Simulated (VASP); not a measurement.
# Sr2Al2O (P2/m) in VASP: single point with PBE

Aim: the single point of Sr2Al2O with PBE.

Program: VASP 6.6.1. These are calculated values, not measurements. Logs are shortened: lines on timing, memory, paths and dates and some standing lists are left out, and cuts for length are marked.

### Step 1. The cell of the first run

Symmetry: P2/m, No. 10, monoclinic system. The conventional cell has a = 7.251 Å, b = 4.674 Å, c = 8.120 Å, α = 90.00°, β = 111.92°, γ = 90.00°. Within 3.6 Å of Sr (site symmetry m) lie 2 O at 2.63 Å and 6 Al at 3.15 to 3.60 Å. Sr (site symmetry m) has 2 O at 2.50 to 2.54 Å and 3 Al at 3.13 to 3.20 Å within 3.3 Å. Within 2.5 Å of Al (site symmetry m) lie 1 O at 1.92 Å. Al (site symmetry m) has 3 Al at 2.79 to 2.85 Å and 6 Sr at 3.20 to 3.65 Å and 2 O at 3.76 Å within 3.8 Å. O (site symmetry m) has 1 Al at 1.92 Å and 4 Sr at 2.50 to 2.63 Å within 2.7 Å.

### Step 2. Single point, PBE (25.53 Å³/atom)

File INCAR:

```
  ALGO = Normal
  EDIFF = 1E-7
  ENCUT = 520
  GGA = PE
  ISIF = 2
  ISMEAR = 0
  LASPH = T
  LCHARG = F
  LREAL = F
  LWAVE = F
  NBANDS = 43
  NELM = 60
  PREC = Accurate
  SIGMA = 0.1
```

File KPOINTS:

```
k-points
0
Gamma
  8 4 4
```

File POSCAR:

```
Sr2Al2O
1.0
    4.6741676910     -0.0022826468     -0.0138878940
    0.0049195301      8.1134358440      0.3203790962
    0.0214834915      2.4388270670      6.8282977406
Sr Al O
4 4 2
Direct
    0.5000000528      0.1216379447      0.2031060686
   -0.0000001605      0.5848369862      0.1932161708
    0.4999999472      0.8783620553      0.7968939314
    1.0000001605      0.4151630138      0.8067838292
    0.0000003000      0.8185048118      0.5370101855
    0.4999997706      0.3111599252      0.5687177797
    0.9999997000      0.1814951882      0.4629898145
    0.5000002294      0.6888400748      0.4312822203
    1.0000003252      0.7229406301      0.8222605703
   -0.0000003252      0.2770593699      0.1777394297
```

Potentials or basis: VASP PAW PBE potentials, release 64 (Sr_sv, Al, O).

The run is started by

```bash
> cat potpaw_PBE.64/Sr_sv/POTCAR potpaw_PBE.64/Al/POTCAR potpaw_PBE.64/O/POTCAR > POTCAR
> mpirun -np 1 vasp_std > vasp.out
```

OUTCAR:

```text
EDIFF = 1E-7
   ENCUT = 520
   GGA = PE
   ISIF = 2
   ISMEAR = 0
   LASPH = T
   LREAL = F
   NELM = 60
   PREC = Accurate

 ion  position               nearest neighbor table
   1  0.500  0.122  0.203-  10 2.63  10 2.63   7 3.15   7 3.15   8 3.28   6 3.53   5 3.60   5 3.60
                             4 3.78   4 3.78   3 4.01   3 4.11   2 4.41   2 4.41   2 4.97   2 4.97
   2  1.000  0.585  0.193-   9 2.50  10 2.54   7 3.13   8 3.20   8 3.20   4 3.55   6 3.65   6 3.65
                             5 3.65   3 3.78   3 3.78   4 4.14   1 4.41   1 4.41   1 4.97   1 4.97
   3  0.500  0.878  0.797-   9 2.63   9 2.63   5 3.15   5 3.15   6 3.28   8 3.53   7 3.60   7 3.60
                             2 3.78   2 3.78   1 4.01   1 4.11   4 4.41   4 4.41   4 4.97   4 4.97
   4  0.000  0.415  0.807-  10 2.50   9 2.54   5 3.13   6 3.20   6 3.20   2 3.55   8 3.65   8 3.65
                             7 3.65   1 3.78   1 3.78   2 4.14   3 4.41   3 4.41   3 4.97   3 4.97
   5  0.000  0.819  0.537-   9 1.92   8 2.79   8 2.79   7 2.79   4 3.13   3 3.15   3 3.15   1 3.60
                             1 3.60   2 3.65
   6  0.500  0.311  0.569-   7 2.79   7 2.79   8 2.85   4 3.20   4 3.20   3 3.28   1 3.53   2 3.65
                             2 3.65
   7  1.000  0.181  0.463-  10 1.92   6 2.79   6 2.79   5 2.79   2 3.13   1 3.15   1 3.15   3 3.60
                             3 3.60   4 3.65
   8  0.500  0.689  0.431-   5 2.79   5 2.79   6 2.85   2 3.20   2 3.20   1 3.28   3 3.53   4 3.65
                             4 3.65
   9  0.000  0.723  0.822-   5 1.92   2 2.50   4 2.54   3 2.63   3 2.63
  10  1.000  0.277  0.178-   7 1.92   4 2.50   2 2.54   1 2.63   1 2.63

  LATTYP: Found a simple monoclinic cell.
 ALAT       =     7.2507923041
 B/A-ratio  =     0.6446452586
 C/A-ratio  =     1.1198445647
 COS(beta)  =    -0.3732506159

  Lattice vectors:

 A1 = (   0.0214834915,   2.4388270670,   6.8282977406)
 A2 = (  -4.6741676910,   0.0022826468,   0.0138878940)
 A3 = (  -0.0049195301,  -8.1134358440,  -0.3203790962)

Analysis of symmetry for initial positions (statically):
=====================================================================
 Subroutine PRICEL returns:
 Original cell was already a primitive cell.

 Routine SETGRP: Setting up the symmetry group for a
 simple monoclinic supercell.

 Subroutine GETGRP returns: Found  4 space group operations
 (whereof  4 operations were pure point group operations)
 out of a pool of  4 trial point group operations.

The static configuration has the point symmetry C_2h.

Analysis of symmetry for dynamics (positions and initial velocities):
=====================================================================
 Subroutine PRICEL returns:
 Original cell was already a primitive cell.

 Routine SETGRP: Setting up the symmetry group for a
 simple monoclinic supercell.

[... 137 lines left out ...]
   IALGO  =     38    algorithm
   IMIX   =      4    mixing-type and parameters
     AMIX     =   0.40;   BMIX     =  1.00
     AMIX_MAG =   1.60;   BMIX_MAG =  1.00
  volume/ion in A,a.u.               =      25.53       172.29
  Fermi-wavevector in a.u.,A,eV,Ry     =   1.032244  1.950659 14.497397  1.065529
  Thomas-Fermi vector in A             =   2.166433
   LORBIT       =      0    0 simple, 1 ext, 2 COOP (PROOUT), +10 PAW based schemes
   GGA     = PE    functional components
   LHFCALC =     F    Hartree Fock is set to
   AEXX    =    0.0000 exact exchange contribution
   IVDW    =     0    specifies the selected vdW correction
   LEPSILON=     F    determine dielectric tensor
   LRPA    =     F    only Hartree local field effects (RPA)
 non-spin polarized calculation
 Gauss-broadening in eV      SIGMA  =   0.10
  energy-cutoff  :      520.00
  volume of cell :      255.30
 maximum number of plane-waves:      6902
 NGX is ok and might be reduce to    36
   NGX = 17   NGY = 31   NGZ = 27

 number of electron      64.0000006 magnetization

 Free energy of the ion-electron system (eV)
  ---------------------------------------------------
  ext. energy  EPLUGINS =         0.00000000
  ---------------------------------------------------
  free energy    TOTEN  =       -42.70434020 eV

  energy without entropy =      -42.70007995  energy(sigma->0) =      -42.70221008

 E-fermi :   3.7964     XC(G=0):  -8.6846

 val. band max:        3.7745411774   @ k =  -0.0000   0.0000   0.5000
 cond. band min:       3.8279008467   @ k =   0.0000   0.0000   0.0000
 fundamental gap:      0.0533596693
 Fermi energy:         3.7963544646

 k-point     1 :       0.0000    0.0000    0.0000
  band No.  band energies     occupation
      1     -32.1830      2.00000
      2     -32.1726      2.00000
      3     -31.8781      2.00000
      4     -31.8463      2.00000
      5     -15.5556      2.00000
      6     -15.5550      2.00000
[... 1093 lines left out ...]
     42       7.0799      0.00000
     43       7.3662      0.00000

 [... further k-points ...]

------------------------ aborting loop because EDIFF is reached ----------------------------------------

  FORCE on cell =-STRESS in cart. coord.  units (eV):
  Direction    XX          YY          ZZ          XY          YZ          ZX
  --------------------------------------------------------------------------------------
  -------------------------------------------------------------------------------------
  Total       -0.6808750     -0.6936238     -0.6459602      0.0000117      0.0061713      0.0001065
  in kB       -4.2728850     -4.3528906     -4.0537744      0.0000732      0.0387286      0.0006684
  external PRESSURE =      -4.2265166 kB  Pullay stress =       0.0000000 kB

 VOLUME and BASIS-vectors are now :
 -----------------------------------------------------------------------------
  energy-cutoff  :      520.00
  volume of cell :      255.30
      direct lattice vectors                 reciprocal lattice vectors
     4.674167691 -0.002282647 -0.013887894     0.213939892 -0.000104617 -0.000635742
     0.004919530  8.113435844  0.320379096    -0.000071615  0.125015541 -0.044650916
     0.021483492  2.438827067  6.828297741     0.000438487 -0.005865857  0.148543082

 POSITION                                       TOTAL-FORCE (eV/Angst)
 -----------------------------------------------------------------------------------
      2.34205      1.48110      1.41890        -0.000031     -0.016961     -0.007551
      4.68120      5.21398      1.49282         0.000089      0.022203      0.026255
      2.35852      9.06888      5.71589         0.000031      0.016961      0.007551
      0.01938      5.33600      5.64197        -0.000089     -0.022203     -0.026255
      0.01556      7.95056      3.92910        -0.000043     -0.001643     -0.014166
      2.35083      3.91044      3.97612        -0.000011     -0.001928     -0.003232
      4.68501      2.59942      3.20569         0.000043      0.001643      0.014166
      2.34974      6.63954      3.15867         0.000011      0.001928      0.003232
      0.02122      7.87088      5.84626        -0.000046      0.011686     -0.017296
      4.67935      2.67910      1.28853         0.000046     -0.011686      0.017296
 -----------------------------------------------------------------------------------
    total drift:                                0.000000     -0.000000     -0.000000

  FREE ENERGIE OF THE ION-ELECTRON SYSTEM (eV)
  ---------------------------------------------------
  free  energy   TOTEN  =       -42.7043402017 eV

  energy  without entropy=      -42.7000799527  energy(sigma->0) =      -42.70221008
```

OSZICAR:

```text
N       E                     dE             d eps       ncg     rms          rms(c)
DAV:   1     0.397423556522E+03    0.39742E+03   -0.29073E+04  4300   0.131E+03
DAV:   2    -0.648526601107E+01   -0.40391E+03   -0.38922E+03  5277   0.291E+02
DAV:   3    -0.464908865342E+02   -0.40006E+02   -0.39636E+02  6208   0.799E+01
DAV:   4    -0.484757397633E+02   -0.19849E+01   -0.19772E+01  6592   0.169E+01
DAV:   5    -0.485810030597E+02   -0.10526E+00   -0.10525E+00  6245   0.287E+00    0.312E+01
DAV:   6    -0.428771877351E+02    0.57038E+01   -0.30428E+01  5199   0.205E+01    0.256E+01
DAV:   7    -0.427716036562E+02    0.10558E+00   -0.36954E+00  5180   0.794E+00    0.137E+01
DAV:   8    -0.427264882974E+02    0.45115E-01   -0.90518E-01  5205   0.411E+00    0.157E+00
DAV:   9    -0.426983948137E+02    0.28093E-01   -0.25423E-01  5504   0.219E+00    0.548E-01
DAV:  10    -0.427037282754E+02   -0.53335E-02   -0.47862E-02  5008   0.814E-01    0.303E-01
DAV:  11    -0.427039502901E+02   -0.22201E-03   -0.49446E-03  5704   0.319E-01    0.122E-01
DAV:  12    -0.427042587124E+02   -0.30842E-03   -0.89278E-04  4717   0.131E-01    0.468E-02
DAV:  13    -0.427043308814E+02   -0.72169E-04   -0.14572E-04  6408   0.552E-02    0.238E-02
DAV:  14    -0.427043350133E+02   -0.41319E-05   -0.29593E-05  5288   0.236E-02    0.114E-02
DAV:  15    -0.427043403821E+02   -0.53687E-05   -0.12109E-05  4613   0.130E-02    0.435E-03
DAV:  16    -0.427043403536E+02    0.28518E-07   -0.10813E-06  5896   0.367E-03    0.194E-03
DAV:  17    -0.427043402361E+02    0.11743E-06   -0.84387E-08  3197   0.159E-03    0.974E-04
DAV:  18    -0.427043402017E+02    0.34426E-07   -0.64093E-08  3066   0.102E-03
   1 F= -.42704340E+02 E0= -.42702210E+02  d E =-.426025E-02
```

stdout:

```text
POSCAR found type information on POSCAR SrAlO
 POSCAR found :  3 types and      10 ions
 scaLAPACK will be used
 LDA part: xc-table for (Slater+PW92), standard interpolation
 POSCAR, INCAR and KPOINTS ok, starting setup
 FFT: planning ... GRIDC
 FFT: planning ... GRID_SOFT
 FFT: planning ... GRID
 WAVECAR not read
 entering main loop
```

Wall time 6.9 min (1 thread of AMD EPYC 9R45 (Zen 5), shared host); peak memory 0.6 GiB.

What came out:

```yaml
Free_energy: -42.7043 eV
Pressure: -0.4 GPa
Largest_force: 0.034 eV/Å
Band_gap_on_the_k_mesh: zero (bands 32 and 33 overlap by 0.05 eV)
```

Forces on the atoms (eV/Å):
```
Sr   0.000 -0.017 -0.008
Sr   0.000  0.022  0.026
Sr   0.000  0.017  0.008
Sr   0.000 -0.022 -0.026
Al   0.000 -0.002 -0.014
Al   0.000 -0.002 -0.003
Al   0.000  0.002  0.014
Al   0.000  0.002  0.003
O    0.000  0.012 -0.017
O    0.000 -0.012  0.017
```

Levels at points of the mesh, in eV from the Fermi level:
```
           k point  band 28  band 29  band 30  band 31  band 32  band 33  band 34  band 35  band 36  band 37
(0.00, 0.00, 0.00)    -1.65    -1.30    -1.12    -0.43     0.03     0.34     0.47     0.92     1.18     1.28
(0.50, 0.00, 0.00)    -3.14    -2.04    -1.73    -0.87    -0.42     0.32     0.66     1.36     1.48     1.84
(0.00, 0.50, 0.00)    -2.25    -1.43    -0.83    -0.82    -0.58     0.04     0.23     0.89     0.92     1.64
(0.50, 0.50, 0.00)    -3.46    -1.32    -1.18    -0.86    -0.37     0.29     0.39     0.60     0.66     1.42
(0.00, 0.00, 0.50)    -2.61    -1.17    -0.56    -0.11    -0.03    -0.02     0.52     0.89     1.03     1.11
(0.50, 0.00, 0.50)    -3.21    -2.01    -1.82    -1.24    -0.29     0.06     0.61     1.46     1.70     1.89
(0.00, 0.50, 0.50)    -2.31    -1.62    -1.52    -0.94    -0.68     0.49     0.57     1.16     1.98     2.11
(0.50, 0.50, 0.50)    -3.18    -1.33    -1.31    -1.21    -0.80     0.11     0.16     0.85     1.26     1.37
```
